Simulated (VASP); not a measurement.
# KZnF3 (Cmmm) in VASP: a series of runs

The runs below take KZnF3 through single point, with r2SCAN.

Program: VASP 6.6.1. These are calculated values, not measurements. Logs are shortened: lines on timing, memory, paths and dates and some standing lists are left out, and cuts for length are marked.

### Step 1. The cell of the first run

It takes space group Cmmm (No. 65, orthorhombic). Conventional cell: a = 5.677 Å, b = 5.778 Å, c = 4.050 Å, α = 90.00°, β = 90.00°, γ = 90.00°. Within 3.7 Å of K (site symmetry mmm) lie 12 F at 2.84 to 2.89 Å and 8 Zn at 3.49 to 3.53 Å. Zn (site symmetry mmm) has 6 F at 2.02 to 2.03 Å within 2.7 Å. F (site symmetry mmm) has 2 Zn at 2.02 Å within 2.7 Å. Within 2.7 Å of F (site symmetry 2/m) lie 2 Zn at 2.03 Å.

### Step 2. Single point, r2SCAN (strain +0.0175 x Voigt [0, 0, 0, 0, 0, 1])

Input file POSCAR:

```
KZnF3
1.0
    4.0500000000      0.0354375000      0.0000000000
    0.0354375000      4.0500000000      0.0000000000
    0.0000000000      0.0000000000      4.0500000000
K Zn F
1 1 3
Direct
    0.0000000000      0.0000000000      0.0000000000
    0.5000000000      0.5000000000      0.5000000000
    0.5000000000      0.5000000000      0.0000000000
    0.0000000000      0.5000000000      0.5000000000
    0.5000000000      0.0000000000      0.5000000000
```

Input file INCAR.step1:

```
ALGO = Normal ; EDIFF = 1E-4
ENCUT = 520 ; GGA = PE
ISMEAR = 0 ; LASPH = True
LCHARG = False ; LREAL = False
LWAVE = True ; NBANDS = 29
NELM = 100 ; PREC = Accurate
SIGMA = 0.05
```

Input file INCAR.step2:

```
ALGO = Normal ; EDIFF = 1E-7
ENCUT = 520 ; ISIF = 2
ISMEAR = 0 ; ISTART = 1
LASPH = True ; LCHARG = True
LELF = True ; LMIXTAU = True
LREAL = False ; LVHAR = True
LWAVE = False ; METAGGA = R2SCAN
NBANDS = 29 ; NELM = 100
PREC = Accurate ; SIGMA = 0.05
```

Input file KPOINTS:

```
k-points
0
Gamma
  6 6 6
```

Potentials or basis: VASP PAW PBE potentials, release 64 (K_sv, Zn, F).

Started as:

```console
$ cat potpaw_PBE.64/K_sv/POTCAR potpaw_PBE.64/Zn/POTCAR potpaw_PBE.64/F/POTCAR > POTCAR
$ cp INCAR.step1 INCAR
$ mpirun -np 1 vasp_std > vasp.out
$ cp INCAR.step2 INCAR
$ mpirun -np 1 vasp_std > vasp.out
```

OUTCAR:

```text
EDIFF = 1E-7
   ENCUT = 520
   ISIF = 2
   ISMEAR = 0
   ISTART = 1
   LASPH = True
   LREAL = False
   METAGGA = R2SCAN
   NELM = 100
   PREC = Accurate

 ion  position               nearest neighbor table
   1  0.000  0.000  0.000-   3 2.84   3 2.84
   2  0.500  0.500  0.500-   3 2.02   3 2.02   5 2.03   4 2.03   5 2.03   4 2.03
   3  0.500  0.500  0.000-   2 2.02   2 2.02   1 2.84   1 2.84
   4  0.000  0.500  0.500-   2 2.03   2 2.03
   5  0.500  0.000  0.500-   2 2.03   2 2.03

  LATTYP: Found a base centered orthorhombic cell.
 ALAT       =     5.6774487345
 B/A-ratio  =     1.0176544767
 C/A-ratio  =     0.7133485813

  Lattice vectors:

 A1 = (  -0.0354375000,  -4.0500000000,   0.0000000000)
 A2 = (   4.0500000000,   0.0354375000,   0.0000000000)
 A3 = (   0.0000000000,   0.0000000000,   4.0500000000)

Analysis of symmetry for initial positions (statically):
=====================================================================
 Subroutine PRICEL returns:
 Original cell was already a primitive cell.

 Routine SETGRP: Setting up the symmetry group for a
 base centered orthorhombic supercell.

 Subroutine GETGRP returns: Found  8 space group operations
 (whereof  8 operations were pure point group operations)
 out of a pool of  8 trial point group operations.

The static configuration has the point symmetry D_2h.

Analysis of symmetry for dynamics (positions and initial velocities):
=====================================================================
 Subroutine PRICEL returns:
 Original cell was already a primitive cell.

 Routine SETGRP: Setting up the symmetry group for a
 base centered orthorhombic supercell.

 Subroutine GETGRP returns: Found  8 space group operations
 (whereof  8 operations were pure point group operations)
 out of a pool of  8 trial point group operations.

The dynamic configuration has the point symmetry D_2h.

 Subroutine INISYM returns: Found  8 space group operations
 (whereof  8 operations are pure point group operations),
 and found     1 'primitive' translations

----------------------------------------------------------------------------------------

                                     Primitive cell

[... 87 lines left out ...]
   PREC   = accura    normal or accurate (medium, high low for compatibility)
   ISTART =      1    job   : 0-new  1-cont  2-samecut
   ICHARG =      0    charge: 1-file 2-atom 10-const
   ISPIN  =      1    spin polarized calculation?
   LNONCOLLINEAR =      F non collinear calculations
   LSORBIT =      F    spin-orbit coupling
   LASPH  =      T    aspherical Exc in radial PAW
   ENCUT  =  520.0 eV  38.22 Ry    6.18 a.u.   7.53  7.53  7.53*2*pi/ulx,y,z
   NELM   =    100;   NELMIN=  2; NELMDL=  0     # of ELM steps
   EDIFF  = 0.1E-06   stopping-criterion for ELM
   LREAL  =      F    real-space projection
   EDIFFG = 0.1E-05   stopping-criterion for IOM
   NSW    =      0    number of steps for IOM
   IBRION =     -1    ionic relax: 0-MD 1-quasi-New 2-CG
   NFREE  =      0    steps in history (QN), initial steepest desc. (CG)
   ISIF   =      2    stress and relaxation
   ISYM   =      2    0-nonsym 1-usesym 2-fastsym
   POTIM  = 0.5000    time-step for ionic-motion
   TEBEG  =    0.0;   TEEND  =   0.0 temperature during run
   PSTRESS=    0.0 pullay stress
   NELECT =      42.0000    total number of electrons
   NUPDOWN=      -1.0000    fix difference up-down
   EMIN   =  10.00;   EMAX   =-10.00  energy-range for DOS
   EFERMI =   0.00;   METHOD = LEGACY
   ISMEAR =     0;   SIGMA  =   0.05  broadening in eV -4-tet -1-fermi 0-gaus
   EFERMI_NEDOS =   21; number of points for ismear=-14 and -15
   IALGO  =     38    algorithm
   IMIX   =      4    mixing-type and parameters
     AMIX     =   0.40;   BMIX     =  1.00
     AMIX_MAG =   1.60;   BMIX_MAG =  1.00
  volume/ion in A,a.u.               =      13.29        89.65
  Fermi-wavevector in a.u.,A,eV,Ry     =   1.405122  2.655295 26.862900  1.974367
  Thomas-Fermi vector in A             =   2.527615
   LORBIT       =      0    0 simple, 1 ext, 2 COOP (PROOUT), +10 PAW based schemes
   METAGGA = R2SCAN    functional components
   LHFCALC =     F    Hartree Fock is set to
   AEXX    =    0.0000 exact exchange contribution
   IVDW    =     0    specifies the selected vdW correction
   LEPSILON=     F    determine dielectric tensor
   LRPA    =     F    only Hartree local field effects (RPA)
 non-spin polarized calculation
 Gauss-broadening in eV      SIGMA  =   0.05
  energy-cutoff  :      520.00
  volume of cell :       66.43
 maximum number of plane-waves:      1805
   NGX = 15   NGY = 15   NGZ = 15

 number of electron      41.9999979 magnetization

 Free energy of the ion-electron system (eV)
  ---------------------------------------------------
  ext. energy  EPLUGINS =         0.00000000
  ---------------------------------------------------
  free energy    TOTEN  =       -38.35390313 eV

  energy without entropy =      -38.35390313  energy(sigma->0) =      -38.35390313

 E-fermi :  -0.9257     XC(G=0): -10.4735

 val. band max:       -1.2380448228   @ k =   0.5000   0.5000   0.5000
 cond. band min:       3.3397534404   @ k =   0.0000   0.0000   0.0000
 fundamental gap:      4.5777982632
 Fermi energy:        -0.9257413872

 k-point     1 :       0.0000    0.0000    0.0000
  band No.  band energies     occupation
      1     -29.4178      2.00000
      2     -24.0829      2.00000
      3     -23.4869      2.00000
      4     -23.4849      2.00000
      5     -12.1457      2.00000
      6     -12.1391      2.00000
[... 757 lines left out ...]
     28      11.5647      0.00000
     29      12.2059      0.00000

 [... further k-points ...]
[... 5 lines left out ...]
  --------------------------------------------------------------------------------------
  -------------------------------------------------------------------------------------
  Total        0.0227885      0.0227885      0.0121529     -0.2726029      0.0000000      0.0000000
  in kB        0.5496614      0.5496614      0.2931292     -6.5752034      0.0000000      0.0000000
  external PRESSURE =       0.4641506 kB  Pullay stress =       0.0000000 kB

 VOLUME and BASIS-vectors are now :
 -----------------------------------------------------------------------------
  energy-cutoff  :      520.00
  volume of cell :       66.43
      direct lattice vectors                 reciprocal lattice vectors
     4.050000000  0.035437500  0.000000000     0.246932486 -0.002160659  0.000000000
     0.035437500  4.050000000  0.000000000    -0.002160659  0.246932486  0.000000000
     0.000000000  0.000000000  4.050000000     0.000000000  0.000000000  0.246913580

 POSITION                                       TOTAL-FORCE (eV/Angst)
 -----------------------------------------------------------------------------------
      0.00000      0.00000      0.00000        -0.000000      0.000000      0.000000
      2.04272      2.04272      2.02500         0.000000      0.000000      0.000000
      2.04272      2.04272      0.00000        -0.000000      0.000000      0.000000
      0.01772      2.02500      2.02500        -0.000000      0.000000      0.000000
      2.02500      0.01772      2.02500        -0.000000      0.000000      0.000000
 -----------------------------------------------------------------------------------
    total drift:                                0.000000      0.000000     -0.000000

  FREE ENERGIE OF THE ION-ELECTRON SYSTEM (eV)
  ---------------------------------------------------
  free  energy   TOTEN  =       -38.3539031284 eV

  energy  without entropy=      -38.3539031284  energy(sigma->0) =      -38.35390313
```

OUTCAR.step1:

```text
EDIFF = 1E-4
   ENCUT = 520
   GGA = PE
   ISMEAR = 0
[... 1002 lines left out ...]
      2.04272      2.04272      2.02500         0.000000      0.000000      0.000000
      2.04272      2.04272      0.00000        -0.000000      0.000000      0.000000
      0.01772      2.02500      2.02500        -0.000000      0.000000      0.000000
      2.02500      0.01772      2.02500        -0.000000      0.000000      0.000000
 -----------------------------------------------------------------------------------
    total drift:                                0.000000      0.000000     -0.000000

  FREE ENERGIE OF THE ION-ELECTRON SYSTEM (eV)
  ---------------------------------------------------
  free  energy   TOTEN  =       -20.2623755089 eV

  energy  without entropy=      -20.2623755089  energy(sigma->0) =      -20.26237551
```

OSZICAR.step1:

```text
N       E                     dE             d eps       ncg     rms          rms(c)
DAV:   1     0.440572994979E+03    0.44057E+03   -0.22185E+04  3016   0.174E+03
DAV:   2     0.193601807059E+02   -0.42121E+03   -0.39951E+03  3304   0.450E+02
DAV:   3    -0.214815273397E+02   -0.40842E+02   -0.40509E+02  3579   0.145E+02
DAV:   4    -0.224919788221E+02   -0.10105E+01   -0.10078E+01  4493   0.214E+01
DAV:   5    -0.225073016360E+02   -0.15323E-01   -0.15317E-01  3750   0.233E+00    0.115E+01
DAV:   6    -0.202296813772E+02    0.22776E+01   -0.64160E+00  4358   0.347E+01    0.703E+00
DAV:   7    -0.202865252125E+02   -0.56844E-01   -0.13720E+00  3341   0.730E+00    0.451E+00
DAV:   8    -0.202986850271E+02   -0.12160E-01   -0.46478E-01  4067   0.128E+01    0.156E+00
DAV:   9    -0.202638961343E+02    0.34789E-01   -0.83488E-02  4616   0.833E+00    0.494E-01
DAV:  10    -0.202623044084E+02    0.15917E-02   -0.51425E-02  4380   0.480E+00    0.229E-01
DAV:  11    -0.202624403286E+02   -0.13592E-03   -0.82838E-03  3528   0.882E-01    0.111E-01
DAV:  12    -0.202625493192E+02   -0.10899E-03   -0.33952E-04  3319   0.205E-01    0.110E-01
DAV:  13    -0.202623690907E+02    0.18023E-03   -0.10611E-03  4276   0.986E-01    0.169E-02
DAV:  14    -0.202623755089E+02   -0.64182E-05   -0.99762E-05  1869   0.141E-01
   1 F= -.20262376E+02 E0= -.20262376E+02  d E =-.182269E-18
```

It took 3 min on 1 thread of AMD EPYC 9R45 (Zen 5), shared host; peak memory 0.2 GiB.

What came out:

| Item | Value |
| --- | --- |
| Free energy | -38.3539 eV |
| Pressure | 0.0 GPa |
| Band gap on the k mesh | 4.58 eV (least direct gap 6.53 eV) |

Caveat: the cell differs from its parent crystal (strain +0.0175 x Voigt [0, 0, 0, 0, 0, 1]); the PAW data sets were made with another functional, which shifts forces and pressure a little.

(Continued in part 2 of 2.)
